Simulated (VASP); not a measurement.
Here is a VASP 6.6.1 calculation.

INCAR

```
ALGO = Normal
EDIFF = 1E-6
ENCUT = 520
GGA = PE
ISIF = 2
ISMEAR = -1
LASPH = True
LCHARG = True
LELF = True
LREAL = False
LVHAR = True
LWAVE = False
NBANDS = 11
NELM = 80
PREC = Accurate
SIGMA = 0.02
```

KPOINTS

```
k-points
0
Gamma
  10 10 10
```

POSCAR

```
AlN
1.0
    0.0000000000      2.2159017290      2.2159017290
    2.2159017290      0.0000000000      2.2159017290
    2.2159017290      2.2159017290      0.0000000000
Al N
1 1
Direct
    0.0000000000      0.0000000000      0.0000000000
    0.7500000000      0.7500000000      0.7500000000
```

Potentials or basis: VASP PAW PBE potentials, release 64 (Al, N).

The run is started by

```sh
$ cat potpaw_PBE.64/Al/POTCAR potpaw_PBE.64/N/POTCAR > POTCAR
$ mpirun -np 1 vasp_std > vasp.out
```

(1) Estimate the pressure.

(2) What does it give for the band gap on the k mesh?

Results:

(1) -3.9 GPa.

(2) 3.29 eV, indirect (least direct gap 3.82 eV).

Caveat: the cell differs from its parent crystal (strain +1.4%).
